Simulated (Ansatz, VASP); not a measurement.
**Co in VASP and in Ansatz**

INCAR

```
SYSTEM = Co
  ALGO = Normal
  EDIFF = 1E-7
  EDIFFG = -0.01
  ENCUT = 600
  GGA = RP
  GGA_COMPAT = .FALSE.
  IBRION = 2
  ISIF = 3
  ISMEAR = -1
  LASPH = .TRUE.
  LCHARG = .FALSE.
  LREAL = .FALSE.
  LWAVE = .FALSE.
  NELM = 120
  NELMIN = 4
  NSW = 80
  PREC = Accurate
  SIGMA = 0.1
```

KPOINTS

```
k-points
0
G
  15 15 15
  0 0 0
```

Contents of POSCAR:

```
Co
1.0
    0.0000000000      1.7691019796      1.7691019796
    1.7691019796      0.0000000000      1.7691019796
    1.7691019796      1.7691019796      0.0000000000
Co
1
Direct
    0.0000000000      0.0000000000      0.0000000000
```

Input for Ansatz:

```yaml
crystal:
  lattice:
    - [0.0, 1.7691019796, 1.7691019796]
    - [1.7691019796, 0.0, 1.7691019796]
    - [1.7691019796, 1.7691019796, 0.0]
  atoms:
    - { symbol: Co, position: [0.0, 0.0, 0.0] }
hamiltonian:
  xc: rpbe
  pseudopotentials:
    kind: paw
    azcp:
      Co: "pseudopotentials/Co.paw.azcp"
basis:
  ecutwfc: 420
  fft_grid_basis: typed
kpoints:
  mp_grid: { grid: [15, 15, 15], shift: [0, 0, 0] }
magnetization:
  spin_polarized: false
scf:
  occupations: { method: fermi_dirac, width: 0.1 }
relax:
  max_steps: 60
  f_tol: 0.01
  cell: {}
```

Alike in both runs: task relaxation of cell and atoms; functional RPBE; k mesh 15 × 15 × 15; occupations fermi-dirac, width 0.1 eV; no spin polarisation.

|  | VASP | Ansatz |
| --- | --- | --- |
| version | VASP 6.6.1 | Ansatz 0.2.0 |
| potentials or method | VASP PAW PBE potentials, release 64 (Co), cutoff 600 eV | plane waves (420 eV) with PAW, scalar-relativistic |
| valence electrons in the cell | 9 | 17 |

|  | VASP | Ansatz | Ansatz less VASP |
| --- | --- | --- | --- |
| relaxed volume (Å³/atom) | 10.56 | 10.59 | +0.025 |
| relaxed cell length with the largest relative difference (Å) | 2.463 | 2.465 | +0.0020 |

VASP's potentials were made for PBE, not for RPBE. VASP's potentials hold 9 valence electrons a cell and Ansatz's 17, so a difference there can come from the potentials and not from the codes.
